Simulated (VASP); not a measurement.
Set up this calculation in VASP 6.6.1, as the native input.

```yaml
Task: relaxation of cell and atoms
Functional: PBE
Dispersion: D3(BJ)
Potentials_or_basis: VASP PAW PBE potentials, release 64 (Al, Cu)
Cutoff: 600 eV
k_mesh: 10 × 10 × 10
Occupations: gaussian, width 0.1 eV
Spin: no spin polarisation
Dipole_correction: no
Further_INCAR_settings: ALGO = Normal; EDIFF = 1e-06; IBRION = 2; EDIFFG = -0.02; NSW = 70; ISIF = 3
```

The structure of Al2Cu lies in POSCAR:

```
Al2Cu
1.0
   -3.0335000000      3.0335000000      2.4385000000
    3.0335000000     -3.0335000000      2.4385000000
    3.0335000000      3.0335000000     -2.4385000000
Al Cu
4 2
Direct
    0.1581000000      0.6581000000      0.8162000000
    0.6581000000      0.8419000000      0.5000000000
    0.8419000000      0.3419000000      0.1838000000
    0.3419000000      0.1581000000      0.5000000000
    0.7500000000      0.7500000000      0.0000000000
    0.2500000000      0.2500000000      0.0000000000
```

The input as run:

INCAR

```
ALGO     = Normal         # electronic algorithm
EDIFF    = 1E-6           # SCF threshold, eV
EDIFFG   = -0.02          # ionic threshold
ENCUT    = 600            # plane-wave cutoff, eV
GGA      = PE             # functional
IBRION   = 2              # ionic algorithm
ISIF     = 3              # what is computed and relaxed
ISMEAR   = 0              # smearing method
IVDW     = 12             # dispersion correction
LASPH    = T              # aspherical terms in the spheres
LCHARG   = F              # write CHGCAR
LREAL    = F              # projectors in reciprocal space
LWAVE    = F              # write WAVECAR
NELM     = 100            # most SCF steps
NSW      = 70             # ionic steps
PREC     = Accurate       # precision mode
SIGMA    = 0.1            # smearing width, eV
```

KPOINTS

```
k-points
0
Gamma
  10 10 10
```

Potentials or basis: VASP PAW PBE potentials, release 64 (Al, Cu).

Command:

```sh
$ cat potpaw_PBE.64/Al/POTCAR potpaw_PBE.64/Cu/POTCAR > POTCAR
$ mpirun -np 1 vasp_std > vasp.out
```

It gave:

The relaxed volume is 14.28 Å³/atom, the relaxed cell is a = 4.857 Å, b = 4.857 Å, c = 4.857 Å, α = 104.19°, β = 104.19°, γ = 120.64° and the space group after relaxing (to 0.1 Å) is I4/mcm (No. 140). The energy gained by relaxing is 10.2 meV/atom. The ionic steps are 5, the pressure after relaxing is 0.1 GPa and the band gap on the k mesh is zero (bands 17 and 18 overlap by 4.46 eV). The dispersion energy per atom is -0.418 eV.

Wall time 8.4 min on 1 thread of AMD EPYC 9R45 96-Core Processor (Zen 5), on a shared host, peak memory 0.37 GiB.
